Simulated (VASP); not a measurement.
# Cu2IBr (R-3m) in VASP: notebook

The runs below take Cu2IBr through relaxation of cell and atoms, single point, with PBEsol+D4, LDA+U.

Program: VASP 6.6.1. These are calculated values, not measurements. Logs are shortened: lines on timing, memory, paths and dates and some standing lists are left out, and cuts for length are marked.

### 1 The cell of the first run

It takes space group R-3m (No. 166, trigonal). The conventional cell has a = 3.937 Å, b = 3.937 Å, c = 19.163 Å, α = 90.00°, β = 90.00°, γ = 120.00°. Within 3.7 Å of I (site symmetry -3m) lie 6 Cu at 2.79 Å. Br (site symmetry -3m) has 6 Cu at 2.77 Å within 3.6 Å. Cu (site symmetry 3m) has 3 Br at 2.77 Å and 3 I at 2.79 Å within 3.6 Å.

### 2 Relaxation of cell and atoms, PBEsol+D4

INCAR reads:

```
PREC = Accurate
ENCUT = 600
EDIFF = 1E-7
ISMEAR = -1
SIGMA = 0.05
LREAL = F
LASPH = T
NELM = 100
ALGO = Normal
ISIF = 3
LWAVE = F
LCHARG = F
GGA = PS
IVDW = 13
IBRION = 2
NSW = 60
EDIFFG = -0.01
```

KPOINTS reads:

```
Automatic mesh
0
Gamma
  8 8 8
```

POSCAR reads:

```
Cu2IBr
1.0
    1.9685310750      1.1365319461      6.3876248825
   -1.9685310750      1.1365319461      6.3876248825
    0.0000000000     -2.2730638921      6.3876248825
I Br Cu
1 1 2
Direct
    0.0000000000      0.0000000000      0.0000000000
    0.5000000000      0.5000000000      0.5000000000
    0.2490310000      0.2490310000      0.2490310000
    0.7509690000      0.7509690000      0.7509690000
```

Potentials or basis: VASP PAW PBE potentials, release 64 (I, Br, Cu).

The run is started by

```sh
> cat potpaw_PBE.64/I/POTCAR potpaw_PBE.64/Br/POTCAR potpaw_PBE.64/Cu/POTCAR > POTCAR
> mpirun -np 1 vasp_std > vasp.out
```

OUTCAR:

```text
PREC = Accurate
   ENCUT = 600
   EDIFF = 1E-7
   ISMEAR = -1
   LREAL = F
   LASPH = T
   NELM = 100
   ISIF = 3
   GGA = PS
   IVDW = 13
   IBRION = 2
   NSW = 60
   EDIFFG = -0.01

 ion  position               nearest neighbor table
   1  0.000  0.000  0.000-   4 2.79   3 2.79   4 2.79   4 2.79   3 2.79   3 2.79
   2  0.500  0.500  0.500-   3 2.77   4 2.77   3 2.77   3 2.77   4 2.77   4 2.77
   3  0.249  0.249  0.249-   2 2.77   2 2.77   2 2.77   1 2.79   1 2.79   1 2.79
   4  0.751  0.751  0.751-   2 2.77   2 2.77   2 2.77   1 2.79   1 2.79   1 2.79

  LATTYP: Found a trigonal (rhomboedric) cell.
 ALAT       =     6.7800126178
 COS(alpha) =     0.8314015641

  Lattice vectors:

 A1 = (   1.9685310750,   1.1365319461,   6.3876248825)
 A2 = (  -1.9685310750,   1.1365319461,   6.3876248825)
 A3 = (   0.0000000000,  -2.2730638921,   6.3876248825)

Analysis of symmetry for initial positions (statically):
=====================================================================
 Subroutine PRICEL returns:
 Original cell was already a primitive cell.

 Routine SETGRP: Setting up the symmetry group for a
 trigonal (rhombohedral) supercell.

 Subroutine GETGRP returns: Found 12 space group operations
 (whereof 12 operations were pure point group operations)
 out of a pool of 12 trial point group operations.

The static configuration has the point symmetry D_3d.

Analysis of symmetry for dynamics (positions and initial velocities):
=====================================================================
 Subroutine PRICEL returns:
 Original cell was already a primitive cell.

 Routine SETGRP: Setting up the symmetry group for a
 trigonal (rhombohedral) supercell.

 Subroutine GETGRP returns: Found 12 space group operations
 (whereof 12 operations were pure point group operations)
 out of a pool of 12 trial point group operations.

The dynamic configuration has the point symmetry D_3d.

 Subroutine INISYM returns: Found 12 space group operations
 (whereof 12 operations are pure point group operations),
 and found     1 'primitive' translations

----------------------------------------------------------------------------------------

                                     Primitive cell

  volume of cell :      85.7461

  direct lattice vectors                    reciprocal lattice vectors
     1.968531075  1.136531946  6.387624882     0.253996498  0.146644947  0.052184237
    -1.968531075  1.136531946  6.387624882    -0.253996498  0.146644947  0.052184237
     0.000000000 -2.273063892  6.387624882     0.000000000 -0.293289893  0.052184237

  length of vectors
     6.780012618  6.780012618  6.780012618     0.297896217  0.297896217  0.297896217

  position of ions in fractional coordinates (direct lattice)
     0.000000000  0.000000000  0.000000000
     0.500000000  0.500000000  0.500000000
     0.249031000  0.249031000  0.249031000
     0.750969000  0.750969000  0.750969000

  ion indices of the primitive-cell ions
   primitive index   ion index
                 1           1
                 2           2
                 3           3
                 4           4

----------------------------------------------------------------------------------------

 KPOINTS: Automatic mesh

Automatic generation of k-mesh.
 Grid dimensions read from file:
 generate k-points for:    8    8    8

 Generating k-lattice:

  Cartesian coordinates                     Fractional coordinates (reciprocal lattice)
     0.031749562  0.018330618  0.006523030     0.125000000 -0.000000000  0.000000000
    -0.031749562  0.018330618  0.006523030    -0.000000000  0.125000000  0.000000000
     0.000000000 -0.036661237  0.006523030     0.000000000  0.000000000  0.125000000

  Length of vectors
     0.037237027  0.037237027  0.037237027

  Shift w.r.t. Gamma in fractional coordinates (k-lattice)
     0.000000000  0.000000000  0.000000000

 Subroutine IBZKPT returns following result:
 ===========================================

 Found     65 irreducible k-points:

 Following reciprocal coordinates:
            Coordinates               Weight
  0.000000  0.000000  0.000000      1.000000
  0.125000  0.000000  0.000000      6.000000
  0.250000  0.000000  0.000000      6.000000
  0.375000  0.000000  0.000000      6.000000
  0.500000  0.000000  0.000000      3.000000
  0.125000  0.125000  0.000000      6.000000
[... 16 lines left out ...]
  0.250000  0.125000  0.125000      6.000000
  0.375000  0.125000  0.125000      6.000000
 [... further k-points ...]
   k-points           NKPTS =     65   k-points in BZ     NKDIM =     65   number of bands    NBANDS=     22
   number of dos      NEDOS =    301   number of ions     NIONS =      4
   total plane-waves  NPLWV = 157464
   dimension x,y,z NGX =    54 NGY =   54 NGZ =   54
   dimension x,y,z NGXF=   108 NGYF=  108 NGZF=  108
   ions per type =               1   1   2
   NGX,Y,Z   is equivalent  to a cutoff of  13.24, 13.24, 13.24 a.u.
   NGXF,Y,Z  is equivalent  to a cutoff of  26.48, 26.48, 26.48 a.u.
 SYSTEM =  unknown system
   PREC   = accura    normal or accurate (medium, high low for compatibility)
   ISTART =      0    job   : 0-new  1-cont  2-samecut
   ICHARG =      2    charge: 1-file 2-atom 10-const
   ISPIN  =      1    spin polarized calculation?
   LNONCOLLINEAR =      F non collinear calculations
   LSORBIT =      F    spin-orbit coupling
   LASPH  =      T    aspherical Exc in radial PAW
   ENCUT  =  600.0 eV  44.10 Ry    6.64 a.u.  13.54 13.54 13.54*2*pi/ulx,y,z
   NELM   =    100;   NELMIN=  2; NELMDL= -5     # of ELM steps
   EDIFF  = 0.1E-06   stopping-criterion for ELM
   LREAL  =      F    real-space projection
   EDIFFG = -.1E-01   stopping-criterion for IOM
   NSW    =     60    number of steps for IOM
   IBRION =      2    ionic relax: 0-MD 1-quasi-New 2-CG
   NFREE  =      1    steps in history (QN), initial steepest desc. (CG)
   ISIF   =      3    stress and relaxation
   ISYM   =      2    0-nonsym 1-usesym 2-fastsym
   POTIM  = 0.5000    time-step for ionic-motion
   TEBEG  =    0.0;   TEEND  =   0.0 temperature during run
   PSTRESS=    0.0 pullay stress
   NELECT =      36.0000    total number of electrons
   NUPDOWN=      -1.0000    fix difference up-down
   EMIN   =  10.00;   EMAX   =-10.00  energy-range for DOS
   EFERMI =   0.00;   METHOD = LEGACY
   ISMEAR =    -1;   SIGMA  =   0.05  broadening in eV -4-tet -1-fermi 0-gaus
   EFERMI_NEDOS =   21; number of points for ismear=-14 and -15
   IALGO  =     38    algorithm
   IMIX   =      4    mixing-type and parameters
     AMIX     =   0.40;   BMIX     =  1.00
     AMIX_MAG =   1.60;   BMIX_MAG =  1.00
  volume/ion in A,a.u.               =      21.44       144.66
  Fermi-wavevector in a.u.,A,eV,Ry     =   1.225850  2.316521 20.445600  1.502709
  Thomas-Fermi vector in A             =   2.360873
   LORBIT       =      0    0 simple, 1 ext, 2 COOP (PROOUT), +10 PAW based schemes
   GGA     = PS    functional components
   LHFCALC =     F    Hartree Fock is set to
   AEXX    =    0.0000 exact exchange contribution
   IVDW    =    13    specifies the selected vdW correction
   LEPSILON=     F    determine dielectric tensor
   LRPA    =     F    only Hartree local field effects (RPA)
 conjugate gradient relaxation of ions
 non-spin polarized calculation
  energy-cutoff  :      600.00
  volume of cell :       85.75
 maximum number of plane-waves:      2887
   NGX = 27   NGY = 27   NGZ = 27

--------------------------------------- Ionic step        1  -------------------------------------------

 number of electron      36.0000002 magnetization

 Free energy of the ion-electron system (eV)
  ---------------------------------------------------
  ext. energy  EPLUGINS =         0.00000000
  ---------------------------------------------------
  free energy    TOTEN  =       -12.14019368 eV

  energy without entropy =      -12.13467806  energy(sigma->0) =      -12.13743587

------------------------ aborting loop because EDIFF is reached ----------------------------------------

  DFT-D4 for vdW energy calculation

  Edisp (eV):   -0.91771

  FORCE on cell =-STRESS in cart. coord.  units (eV):
  Direction    XX          YY          ZZ          XY          YZ          ZX
  --------------------------------------------------------------------------------------
  -------------------------------------------------------------------------------------
  Total      -2.49557    -2.49557    -2.61226     0.00000    -0.00000    -0.00000
  in kB     -46.62996   -46.62996   -48.81034     0.00000    -0.00000    -0.00000
  external pressure =      -47.36 kB  Pullay stress =        0.00 kB
[... 103 lines left out ...]
  FREE ENERGIE OF THE ION-ELECTRON SYSTEM (eV)
  ---------------------------------------------------
  free  energy   TOTEN  =       -13.1740396673 eV

  energy  without entropy=      -13.1688129250  energy(sigma->0) =      -13.17142630

[... ionic steps 4 to 7 ...]

--------------------------------------- Ionic step        8  -------------------------------------------

 number of electron      35.9999999 magnetization

------------------------ aborting loop because EDIFF is reached ----------------------------------------

  DFT-D4 for vdW energy calculation

  Edisp (eV):   -0.99548
[... 73 lines left out ...]
  energy  without entropy=      -13.1725021341  energy(sigma->0) =      -13.17520458

--------------------------------------- Ionic step       10  -------------------------------------------

 number of electron      35.9999999 magnetization

 Free energy of the ion-electron system (eV)
  ---------------------------------------------------
  ext. energy  EPLUGINS =         0.00000000
  ---------------------------------------------------
  free energy    TOTEN  =       -12.18162055 eV

  energy without entropy =      -12.17621478  energy(sigma->0) =      -12.17891767

 E-fermi :   6.5670     XC(G=0): -10.7498

 val. band max:        6.5318582666   @ k =   0.1250   0.1250   0.1250
 cond. band min:       6.5829147293   @ k =   0.0000   0.0000   0.0000
 fundamental gap:      0.0510564627
 Fermi energy:         6.5669914220

 k-point     1 :       0.0000    0.0000    0.0000
  band No.  band energies     occupation
      1     -10.1421      2.00000
      2      -7.8713      2.00000
      3      -0.8008      2.00000
      4       2.1356      2.00000
      5       2.1356      2.00000
      6       4.1325      2.00000
[... 574 lines left out ...]
      6       2.0970      2.00000
[... 14 lines left out ...]
     21      11.6838      0.00000
     22      12.1536      0.00000

 [... further k-points ...]

------------------------ aborting loop because EDIFF is reached ----------------------------------------

  DFT-D4 for vdW energy calculation

  Edisp (eV):   -0.99631

  FORCE on cell =-STRESS in cart. coord.  units (eV):
  Direction    XX          YY          ZZ          XY          YZ          ZX
  --------------------------------------------------------------------------------------
  -------------------------------------------------------------------------------------
  Total      -0.00224    -0.00224     0.03341     0.00000     0.00000     0.00000
  in kB      -0.04580    -0.04580     0.68288     0.00000     0.00000     0.00000
  external pressure =        0.20 kB  Pullay stress =        0.00 kB
[... 19 lines left out ...]
  FREE ENERGIE OF THE ION-ELECTRON SYSTEM (eV)
  ---------------------------------------------------
  free  energy   TOTEN  =       -13.1779325560 eV

  energy  without entropy=      -13.1725267843  energy(sigma->0) =      -13.17522967

 reached required accuracy - stopping structural energy minimisation
```

It took 41 min on 1 thread of Intel Xeon Platinum 8488C (Sapphire Rapids), shared host; peak memory 0.56 GiB.

What came out:

```yaml
Free_energy: -13.1779 eV
Relaxed_volume: 19.59 Å³/atom
Relaxed_cell: a = 6.541 Å, b = 6.541 Å, c = 6.541 Å, α = 34.09°, β = 34.09°, γ = 34.09°
Space_group_after_relaxing_to_0.1_Å: R-3m (No. 166)
Energy_gained_by_relaxing: 30.0 meV/atom
Ionic_steps: 10
Pressure_after_relaxing: 0.0 GPa
Band_gap_on_the_k_mesh: zero (bands 18 and 19 overlap by 0.20 eV)
Dispersion_energy_per_atom: -0.249 eV
```

Forces on the atoms (eV/Å):
```
I    0.000  0.000  0.000
Br   0.000  0.000  0.000
Cu   0.000  0.000 -0.003
Cu   0.000  0.000  0.003
```

The path:
```
step  energy change (eV)  largest force (eV/Å)  pressure (GPa)  volume (Å³)
   1              0.0000                0.0134           -4.74        85.75
   2             -0.1156                0.1164            0.34        78.12
   3             -0.1161                0.1097            0.06        78.51
   4             -0.1161                0.1073           -0.06        78.65
   5             -0.1173                0.0903           -0.06        78.62
   6             -0.1195                0.0397           -0.04        78.52
   7             -0.1187                0.0559            0.01        78.33
   8             -0.1200                0.0033           -0.06        78.45
   9             -0.1200                0.0029            0.12        78.29
  10             -0.1200                0.0029            0.02        78.38
```

Final structure:
```cif
data_structure
_symmetry_space_group_name_H-M 'P 1'
_symmetry_Int_Tables_number 1
_cell_length_a 6.5409
_cell_length_b 6.5409
_cell_length_c 6.5409
_cell_angle_alpha 34.090
_cell_angle_beta 34.090
_cell_angle_gamma 34.090
_cell_volume 78.38
loop_
_atom_site_label
_atom_site_type_symbol
_atom_site_fract_x
_atom_site_fract_y
_atom_site_fract_z
_atom_site_occupancy
I1 I 0.00000 0.00000 0.00000 1
Br1 Br 0.50000 0.50000 0.50000 1
Cu1 Cu 0.24727 0.24727 0.24727 1
Cu2 Cu 0.75273 0.75273 0.75273 1
```

Levels at points of the mesh, in eV from the Fermi level:
| k point | band 15 | band 16 | band 17 | band 18 | band 19 | band 20 | band 21 | band 22 |
| --- | --- | --- | --- | --- | --- | --- | --- | --- |
| (0.00, 0.00, 0.00) | -1.98 | -1.85 | 0.02 | 0.02 | 0.43 | 2.77 | 4.58 | 4.58 |
| (0.50, 0.00, 0.00) | -1.47 | -1.36 | -1.26 | -1.08 | 1.56 | 2.00 | 5.02 | 6.17 |
| (0.50, 0.50, 0.00) | -1.87 | -1.74 | -0.45 | -0.11 | -0.06 | 2.60 | 4.61 | 4.68 |
| (0.50, 0.50, 0.50) | -1.16 | -1.16 | -0.46 | -0.46 | 2.41 | 3.33 | 5.68 | 6.06 |

Caveat: semilocal functionals underestimate gaps, and a narrow one can read as zero; the PAW data sets were made with another functional, which shifts forces and pressure a little; spin-orbit coupling is left out, which moves the levels of the heavy elements.

### 3 Single point, LDA+U

INCAR reads:

```
SYSTEM = Cu2IBr
PREC = Accurate
ENCUT = 520
EDIFF = 1E-6
ISMEAR = -1
SIGMA = 0.05
LREAL = .False.
LASPH = .True.
NELM = 150
ALGO = Normal
ISIF = 2
LWAVE = .False.
LCHARG = .False.
LMAXMIX = 4
LDAU = .True.
LDAUTYPE = 2
LDAUL = -1 -1 2
LDAUU = 0 0 4
LDAUJ = 0 0 0
LDAUPRINT = 1
GGA = CA
NBANDS = 26
```

KPOINTS reads:

```
Automatic mesh
0
Gamma
  8 8 8
  0 0 0
```

POSCAR is that of step 2.

Potentials or basis: VASP PAW LDA potentials, release 64 (I, Br, Cu).

The run is started by

```sh
> cat potpaw_LDA.64/I/POTCAR potpaw_LDA.64/Br/POTCAR potpaw_LDA.64/Cu/POTCAR > POTCAR
> mpirun -np 1 vasp_std > vasp.out
```

It took 9 min on 1 thread of Intel Xeon 8259CL, shared host; peak memory 0.38 GiB.

Results (log left out):

```yaml
Free_energy: -11.3217 eV
Pressure: -5.1 GPa
Largest_force: 0.025 eV/Å
Band_gap_on_the_k_mesh: 0.37 eV (least direct gap 0.49 eV)
```

Forces on the atoms (eV/Å):
```
I    0.000  0.000  0.000
Br   0.000  0.000  0.000
Cu   0.000  0.000 -0.025
Cu   0.000  0.000  0.025
```

Stress tensor (GPa, compression positive):
```
-5.06  0.00  0.00
 0.00 -5.06  0.00
 0.00  0.00 -5.29
```

Levels at points of the mesh, in eV from the valence-band top:
| k point | band 15 | band 16 | band 17 | band 18 | band 19 | band 20 | band 21 | band 22 |
| --- | --- | --- | --- | --- | --- | --- | --- | --- |
| (0.00, 0.00, 0.00) | -1.78 | -1.69 | 0.00 | 0.00 | 0.91 | 3.45 | 5.46 | 5.46 |
| (0.50, 0.00, 0.00) | -1.50 | -1.49 | -1.39 | -1.00 | 2.17 | 2.74 | 5.45 | 6.57 |
| (0.50, 0.50, 0.00) | -2.04 | -2.03 | -0.16 | -0.12 | 0.37 | 3.32 | 5.23 | 5.51 |
| (0.50, 0.50, 0.50) | -1.13 | -1.13 | -0.29 | -0.29 | 2.98 | 3.53 | 6.06 | 6.61 |

Eigenvalues of the final occupation matrices:
```csv
site,spin,trace,eigenvalues
site 3 d,1,4.76,0.95 0.95 0.95 0.96 0.96
site 3 d,2,4.76,0.95 0.95 0.95 0.96 0.96
site 4 d,1,4.76,0.95 0.95 0.95 0.96 0.96
site 4 d,2,4.76,0.95 0.95 0.95 0.96 0.96
```

Caveat: the cell stands under tension; semilocal functionals underestimate gaps, and a narrow one can read as zero; spin-orbit coupling is left out, which moves the levels of the heavy elements. A k mesh can miss the band edges.

### 4 Single point, LDA+U

INCAR reads:

```
SYSTEM = Cu2IBr
ALGO = Normal
EDIFF = 1E-6
ENCUT = 520
ISIF = 2
ISMEAR = -1
LASPH = .TRUE.
LCHARG = .FALSE.
LDAU = .TRUE.
LDAUJ = 0 0 0
LDAUL = -1 -1 2
LDAUPRINT = 1
LDAUTYPE = 2
LDAUU = 0 0 5
LMAXMIX = 4
LREAL = .FALSE.
LWAVE = .FALSE.
NBANDS = 26
NELM = 150
PREC = Accurate
SIGMA = 0.05
```

KPOINTS reads:

```
k-points
0
G
  8 8 8
  0 0 0
```

POSCAR is that of step 3.

The run is started by

```sh
> cat potpaw_LDA.64/I/POTCAR potpaw_LDA.64/Br/POTCAR potpaw_LDA.64/Cu/POTCAR > POTCAR
> mpirun -np 1 vasp_std > vasp.out
```

Run time: 9.2 min. Hardware: 1 thread of Intel Xeon 8259CL, shared host; peak memory 0.38 GiB.

It converged, with:

* Free energy: -10.8709 eV
* Pressure: -5.0 GPa
* Largest force: 0.032 eV/Å
* Band gap on the k mesh: 0.53 eV (least direct gap 0.66 eV)

Forces in eV/Å, atoms in the order of the input:
```
I    0.000  0.000  0.000
Br   0.000  0.000  0.000
Cu   0.000  0.000 -0.032
Cu   0.000  0.000  0.032
```

Stress tensor (GPa, compression positive):
```
-4.95  0.00  0.00
 0.00 -4.95  0.00
 0.00  0.00 -5.18
```

Levels at points of the mesh, in eV from the valence-band top:
```csv
k point,band 16,band 17,band 18,band 19,band 20,band 21
"(0.00, 0.00, 0.00)",-1.56,0.00,0.00,1.06,3.58,5.61
"(0.50, 0.00, 0.00)",-1.55,-1.47,-1.02,2.32,2.89,5.57
"(0.50, 0.50, 0.00)",-2.18,-0.17,-0.13,0.53,3.46,5.32
"(0.50, 0.50, 0.50)",-1.14,-0.26,-0.26,3.12,3.66,6.20
```

Eigenvalues of the final occupation matrices:
```tsv
site	spin	trace	eigenvalues
site 3 d	1	4.77	0.95 0.95 0.95 0.96 0.96
site 3 d	2	4.77	0.95 0.95 0.95 0.96 0.96
site 4 d	1	4.77	0.95 0.95 0.95 0.96 0.96
site 4 d	2	4.77	0.95 0.95 0.95 0.96 0.96
```

Caveat: the cell stands under tension; semilocal functionals underestimate gaps, and a narrow one can read as zero; spin-orbit coupling is left out, which moves the levels of the heavy elements. A k mesh can miss the band edges.

### 5 The runs side by side

| task | level | potentials or basis | U | cell | cutoff (eV) | gap on the mesh (eV) | pressure (GPa) | largest force (eV/Å) |
| --- | --- | --- | --- | --- | --- | --- | --- | --- |
| relaxation of cell and atoms | PBEsol+D4 | VASP PAW PBE potentials, release 64 (I, Br, Cu) | - | relaxed | 600 | none | 0.0 | - |
| single point | LDA+U | VASP PAW LDA potentials, release 64 (I, Br, Cu) | Cu d U = 4.0 eV | as given | 520 | 0.37 | -5.1 | 0.02 |
| single point | LDA+U | VASP PAW LDA potentials, release 64 (I, Br, Cu) | Cu d U = 5.0 eV | as given | 520 | 0.53 | -5.0 | 0.03 |

Alike in all rows: no spin polarisation; k mesh 8 × 8 × 8; smearing fermi-dirac 0.05 eV.

Caveats: semilocal functionals underestimate gaps, and a narrow one can read as zero; spin-orbit coupling is left out, which moves the levels of the heavy elements; the cell stands under tension (at least some runs); the PAW data sets were made with another functional, which shifts forces and pressure a little (at least some runs).

Total energies depend on the potentials used, so only differences within one code and one set of settings carry meaning.

The gap in the log of VASP goes by the Fermi energy; the results here count the filled bands.